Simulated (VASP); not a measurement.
Wanted: the native input for a VASP 6.6.1 run.

| Item | Value |
| --- | --- |
| Task | single point |
| Functional | PBE |
| Potentials or basis | VASP PAW PBE potentials, release 64 (Si) |
| Cutoff | 520 eV |
| k mesh | 12 × 12 × 6 |
| Occupations | gaussian, width 0.05 eV |
| Spin | no spin polarisation |
| Dipole correction | no |
| Further INCAR settings | ALGO = Normal; EDIFF = 1e-06; NBANDS = 16 |

The structure of Si lies in POSCAR:

```
Si
1.0
    3.7558710575      0.0000000000      0.0000000000
   -1.8779355288      3.2526797491      0.0000000000
    0.0000000000      0.0000000000      6.6914598761
Si
4
Direct
    0.3333333333      0.6666666667      0.0535050491
    0.6666666667      0.3333333333      0.5535050491
    0.3333333333      0.6666666667      0.4464949509
    0.6666666667      0.3333333333      0.9464949509
```

This cell differs from its parent crystal: c/a of the conventional cell at fixed volume 1.7816.

These files were run (other wordings do the same):

INCAR

```
SYSTEM = Si
PREC     = Accurate       ! precision mode
ENCUT    = 520            ! plane-wave cutoff, eV
EDIFF    = 1E-6           ! SCF threshold, eV
ISMEAR   = 0              ! smearing method
SIGMA    = 0.05           ! smearing width, eV
LREAL    = .False.        ! projectors in reciprocal space
LASPH    = .True.         ! aspherical terms in the spheres
NELM     = 100            ! most SCF steps
ALGO     = Normal         ! electronic algorithm
ISIF     = 2              ! what is computed and relaxed
LWAVE    = .False.        ! write WAVECAR
LCHARG   = .True.         ! write CHGCAR
GGA      = PE             ! functional
LELF     = .True.         ! ELF
LVHAR    = .True.       
NBANDS   = 16             ! bands
```

KPOINTS

```
regular mesh
0
Gamma
  12 12 6
  0 0 0
```

Potentials or basis: VASP PAW PBE potentials, release 64 (Si).

Launch:

```console
$ cat potpaw_PBE.64/Si/POTCAR > POTCAR
$ mpirun -np 1 vasp_std > vasp.out
```

Results of the run:

The pressure is 2.6 GPa, the largest force is 1.642 eV/Å and the band gap on the k mesh is 0.41 eV, indirect (least direct gap 0.62 eV).

Caveat: forces of over 1 eV/Å act on the atoms, so gaps and moduli don't describe the material at rest.

Wall time 29 s on 1 thread of Intel(R) Xeon(R) 6975P-C (Granite Rapids), on a shared host, peak memory 0.21 GiB.
